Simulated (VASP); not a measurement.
# CsH (Immm) in VASP: a series of runs

Runs on CsH. Level: LDA. Tasks: single point.

All numbers are computed with VASP 6.6.1; they aren't measurements. Logs are shortened: lines on timing, memory, paths and dates and some standing lists are left out, and cuts for length are marked.

## (1) The cell of the first run

It takes space group Immm (No. 71, orthorhombic). The conventional cell has a = 4.170 Å, b = 4.847 Å, c = 6.376 Å, α = 90.00°, β = 90.00°, γ = 90.00°. Within 4.2 Å of Cs (site symmetry mmm) lie 6 H at 3.19 to 3.20 Å and 2 Cs at 4.17 Å. H (site symmetry mmm) has 6 Cs at 3.19 to 3.20 Å and 2 H at 4.17 Å within 4.2 Å.

## (2) Single point, LDA (strain -0.1500 x Voigt [0, 0, 0, 0, 0, 1])

Input file INCAR:

```
PREC     = Accurate       # precision mode
ENCUT    = 520            # plane-wave cutoff, eV
EDIFF    = 1E-6           # SCF threshold, eV
ISMEAR   = 0              # smearing method
SIGMA    = 0.05           # smearing width, eV
LREAL    = F              # projectors in reciprocal space
LASPH    = T              # aspherical terms in the spheres
NELM     = 80             # most SCF steps
ALGO     = Normal         # electronic algorithm
ISIF     = 2              # what is computed and relaxed
LWAVE    = F              # write WAVECAR
LCHARG   = F              # write CHGCAR
GGA      = CA             # functional
NBANDS   = 12             # bands
```

Input file KPOINTS:

```
Automatic mesh
0
Gamma
  8 8 8
```

Input file POSCAR:

```
CsH
1.0
   -0.2391000000      3.1880000000      3.1880000000
    3.1880000000     -0.2391000000      3.1880000000
    2.9489000000      2.9489000000      0.0000000000
Cs H
1 1
Direct
    0.0000000000      0.0000000000      0.0000000000
    0.5000000000      0.5000000000      0.5000000000
```

Potentials or basis: VASP PAW LDA potentials, release 64 (Cs_sv, H).

Run with:

```sh
cat potpaw_LDA.64/Cs_sv/POTCAR potpaw_LDA.64/H/POTCAR > POTCAR
mpirun -np 1 vasp_std > vasp.out
```

OUTCAR:

```text
PREC = Accurate
   ENCUT = 520
   EDIFF = 1E-6
   ISMEAR = 0
   LREAL = F
   LASPH = T
   NELM = 80
   ISIF = 2
   GGA = CA

 ion  position               nearest neighbor table
   1  0.000  0.000  0.000-
   2  0.500  0.500  0.500-

  LATTYP: Found a body centered orthorhombic cell.
 ALAT       =     4.1703743741
 B/A-ratio  =     1.1621621622
 C/A-ratio  =     1.5288795269

  Lattice vectors:

 A1 = (   0.2391000000,  -3.1880000000,  -3.1880000000)
 A2 = (  -0.2391000000,   3.1880000000,  -3.1880000000)
 A3 = (   3.1880000000,  -0.2391000000,   3.1880000000)

Analysis of symmetry for initial positions (statically):
=====================================================================
 Subroutine PRICEL returns:
 Original cell was already a primitive cell.

 Routine SETGRP: Setting up the symmetry group for a
 body centered orthorhombic supercell.

 Subroutine GETGRP returns: Found  8 space group operations
 (whereof  8 operations were pure point group operations)
 out of a pool of  8 trial point group operations.

The static configuration has the point symmetry D_2h.

Analysis of symmetry for dynamics (positions and initial velocities):
=====================================================================
 Subroutine PRICEL returns:
 Original cell was already a primitive cell.

 Routine SETGRP: Setting up the symmetry group for a
 body centered orthorhombic supercell.

 Subroutine GETGRP returns: Found  8 space group operations
 (whereof  8 operations were pure point group operations)
 out of a pool of  8 trial point group operations.

The dynamic configuration has the point symmetry D_2h.

 Subroutine INISYM returns: Found  8 space group operations
 (whereof  8 operations are pure point group operations),
 and found     1 'primitive' translations

----------------------------------------------------------------------------------------

                                     Primitive cell

  volume of cell :      64.4370

  direct lattice vectors                    reciprocal lattice vectors
    -0.239100000  3.188000000  3.188000000    -0.145895947  0.145895947  0.156838143
     3.188000000 -0.239100000  3.188000000     0.145895947 -0.145895947  0.156838143
     2.948900000  2.948900000  0.000000000     0.169554749  0.169554749 -0.156838143

  length of vectors
     4.514848481  4.514848481  4.170374374     0.259170712  0.259170712  0.286523697

[... 77 lines left out ...]
   LASPH  =      T    aspherical Exc in radial PAW
   ENCUT  =  520.0 eV  38.22 Ry    6.18 a.u.   8.39  8.39  7.75*2*pi/ulx,y,z
   NELM   =     80;   NELMIN=  2; NELMDL= -5     # of ELM steps
   EDIFF  = 0.1E-05   stopping-criterion for ELM
   LREAL  =      F    real-space projection
[... 7 lines left out ...]
   TEBEG  =    0.0;   TEEND  =   0.0 temperature during run
   PSTRESS=    0.0 pullay stress
   NELECT =      10.0000    total number of electrons
   NUPDOWN=      -1.0000    fix difference up-down
   EMIN   =  10.00;   EMAX   =-10.00  energy-range for DOS
   EFERMI =   0.00;   METHOD = LEGACY
   ISMEAR =     0;   SIGMA  =   0.05  broadening in eV -4-tet -1-fermi 0-gaus
   EFERMI_NEDOS =   21; number of points for ismear=-14 and -15
   IALGO  =     38    algorithm
   IMIX   =      4    mixing-type and parameters
     AMIX     =   0.40;   BMIX     =  1.00
     AMIX_MAG =   1.60;   BMIX_MAG =  1.00
  volume/ion in A,a.u.               =      32.22       217.42
  Fermi-wavevector in a.u.,A,eV,Ry     =   0.879758  1.662501 10.530552  0.773974
  Thomas-Fermi vector in A             =   2.000025
   LORBIT       =      0    0 simple, 1 ext, 2 COOP (PROOUT), +10 PAW based schemes
   GGA     = CA    functional components
   LHFCALC =     F    Hartree Fock is set to
   AEXX    =    0.0000 exact exchange contribution
   IVDW    =     0    specifies the selected vdW correction
   LEPSILON=     F    determine dielectric tensor
   LRPA    =     F    only Hartree local field effects (RPA)
 non-spin polarized calculation
 Gauss-broadening in eV      SIGMA  =   0.05
  energy-cutoff  :      520.00
  volume of cell :       64.44
 maximum number of plane-waves:      1752
 NGX is ok and might be reduce to    36
   NGX = 17   NGY = 17   NGZ = 15

 number of electron      10.0000000 magnetization

 number of electron       9.9999999 magnetization

 Free energy of the ion-electron system (eV)
  ---------------------------------------------------
  ext. energy  EPLUGINS =         0.00000000
  ---------------------------------------------------
  free energy    TOTEN  =        -4.86916487 eV

  energy without entropy =       -4.86916487  energy(sigma->0) =       -4.86916487

 E-fermi :   0.4117     XC(G=0):  -7.5573

 val. band max:        0.1072986830   @ k =   0.0000   0.0000   0.5000
 cond. band min:       1.9478330555   @ k =   0.5000  -0.0000   0.0000
 fundamental gap:      1.8405343725
 Fermi energy:         0.4117293879

 k-point     1 :       0.0000    0.0000    0.0000
  band No.  band energies     occupation
      1     -21.4450      2.00000
      2      -7.9156      2.00000
      3      -7.8945      2.00000
      4      -7.7889      2.00000
      5      -1.8182      2.00000
      6       4.3900      0.00000
      7       4.6123      0.00000
      8       5.7952      0.00000
      9       6.0121      0.00000
     10       7.0033      0.00000
     11       7.0197      0.00000
     12       8.4894      0.00000
[... 331 lines left out ...]
 k-point    24 :       0.2500   -0.0000    0.1250
  band No.  band energies     occupation
      1     -21.4098      2.00000
      2      -8.2242      2.00000
      3      -7.9622      2.00000
      4      -7.9252      2.00000
      5      -1.1038      2.00000
      6       3.6652      0.00000
      7       4.3829      0.00000
      8       5.3492      0.00000
      9       6.2420      0.00000
     10       6.6464      0.00000
     11       7.3509      0.00000
     12      10.2795      0.00000

 [... further k-points ...]
[... 5 lines left out ...]
  --------------------------------------------------------------------------------------
  -------------------------------------------------------------------------------------
  Total       -0.5025570     -0.5025570     -0.5525348      0.3436131     -0.0000000     -0.0000000
  in kB      -12.4957065    -12.4957065    -13.7383654      8.5436848     -0.0000000     -0.0000000
  external PRESSURE =     -12.9099261 kB  Pullay stress =       0.0000000 kB

 VOLUME and BASIS-vectors are now :
 -----------------------------------------------------------------------------
  energy-cutoff  :      520.00
  volume of cell :       64.44
      direct lattice vectors                 reciprocal lattice vectors
    -0.239100000  3.188000000  3.188000000    -0.145895947  0.145895947  0.156838143
     3.188000000 -0.239100000  3.188000000     0.145895947 -0.145895947  0.156838143
     2.948900000  2.948900000  0.000000000     0.169554749  0.169554749 -0.156838143

 POSITION                                       TOTAL-FORCE (eV/Angst)
 -----------------------------------------------------------------------------------
      0.00000      0.00000      0.00000         0.000000      0.000000      0.000000
      2.94890      2.94890      3.18800         0.000000      0.000000     -0.000000
 -----------------------------------------------------------------------------------
    total drift:                               -0.000000      0.000000      0.000000

  FREE ENERGIE OF THE ION-ELECTRON SYSTEM (eV)
  ---------------------------------------------------
  free  energy   TOTEN  =        -4.8691648730 eV

  energy  without entropy=       -4.8691648730  energy(sigma->0) =       -4.86916487
```

Wall time 34 s (1 thread of Intel Xeon Platinum 8488C (Sapphire Rapids), shared host); peak memory 0.21 GiB.

Results:

* Free energy: -4.8692 eV
* Pressure: -1.3 GPa
* Band gap on the k mesh: 1.84 eV (least direct gap 1.92 eV)

Stress tensor (GPa, compression positive):
```
-1.25  0.85  0.00
 0.85 -1.25  0.00
 0.00  0.00 -1.37
```

Caveat: the cell differs from its parent crystal (strain -0.1500 x Voigt [0, 0, 0, 0, 0, 1]); spin-orbit coupling is left out, which moves the levels of the heavy elements.

## (3) Single point, LDA (strain +0.1125 x Voigt [0, 0, 0, 0, 0, 1])

Input file INCAR:

```
  PREC = Accurate
  ENCUT = 520
  EDIFF = 1E-6
  ISMEAR = 0
  SIGMA = 0.05
  LREAL = False
  LASPH = True
  NELM = 100
  ALGO = Normal
  ISIF = 2
  LWAVE = False
  LCHARG = True
  LELF = True
  LVHAR = True
  NBANDS = 12
```

KPOINTS is that of step 2.

Input file POSCAR:

```
CsH
1.0
    0.1793250000      3.1880000000      3.1880000000
    3.1880000000      0.1793250000      3.1880000000
    3.3673250000      3.3673250000      0.0000000000
Cs H
1 1
Direct
    0.0000000000      0.0000000000      0.0000000000
    0.5000000000      0.5000000000      0.5000000000
```

Potentials or basis: VASP PAW LDA potentials, release 64 (Cs_sv, H).

Run with:

```sh
cat potpaw_LDA.64/Cs_sv/POTCAR potpaw_LDA.64/H/POTCAR > POTCAR
mpirun -np 1 vasp_std > vasp.out
```

Run time: 40 s. Hardware: 1 thread of Intel Xeon Platinum 8488C (Sapphire Rapids), shared host; peak memory 0.21 GiB.

It converged, with:

```
Free energy            : -4.8792 eV
Pressure               : -1.3 GPa
Band gap on the k mesh : 1.87 eV (least direct gap 1.93 eV)
```

Stress tensor (GPa, compression positive):
```
-1.25 -0.63  0.00
-0.63 -1.25  0.00
 0.00  0.00 -1.31
```

Levels at points of the mesh, in eV from the valence-band top:
| k point | band 2 | band 3 | band 4 | band 5 | band 6 | band 7 | band 8 | band 9 |
| --- | --- | --- | --- | --- | --- | --- | --- | --- |
| (0.00, 0.00, 0.00) | -7.98 | -7.96 | -7.90 | -1.91 | 4.45 | 4.67 | 5.50 | 5.83 |
| (0.50, 0.00, 0.00) | -8.90 | -8.10 | -8.07 | 0.00 | 1.93 | 4.03 | 4.71 | 7.01 |
| (0.50, 0.50, 0.00) | -8.70 | -8.32 | -8.13 | -1.27 | 2.80 | 5.27 | 7.54 | 7.87 |
| (0.00, 0.00, 0.50) | -8.79 | -8.01 | -7.99 | -0.07 | 1.87 | 4.29 | 5.08 | 7.01 |
| (0.50, 0.00, 0.50) | -8.77 | -8.23 | -8.21 | -1.23 | 2.81 | 5.28 | 7.53 | 8.05 |

Caveat: the cell differs from its parent crystal (strain +0.1125 x Voigt [0, 0, 0, 0, 0, 1]); spin-orbit coupling is left out, which moves the levels of the heavy elements.
